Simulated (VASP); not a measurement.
Runs of VASP 6.6.1 on Al. It takes space group Im-3m (No. 229, cubic). Conventional cell: a = 3.182 Å, b = 3.182 Å, c = 3.182 Å, α = 90.00°, β = 90.00°, γ = 90.00°. Al (site symmetry m-3m) has 14 Al at 2.76 to 3.18 Å within 3.6 Å. 

```csv
smearing,gap on the mesh (eV),pressure (GPa)
methfessel-paxton 0.2 eV,none,2.3
methfessel-paxton 0.1 eV,none,2.3
methfessel-paxton 0.05 eV,none,(a)
methfessel-paxton 0.3 eV,none,2.2
```

Alike in all rows: task single point; level PBEsol; potentials or basis VASP PAW PBE potentials, release 64 (Al); no spin polarisation; cell as given; k mesh 12 × 12 × 12; cutoff (eV) 500.

**Question.** Fill in the values left out.

**Answer.** (a) 2.4.

Caveats: the PAW data sets were made with another functional, which shifts forces and pressure a little.

A gap of «none» marks levels without a gap at the run's occupations.
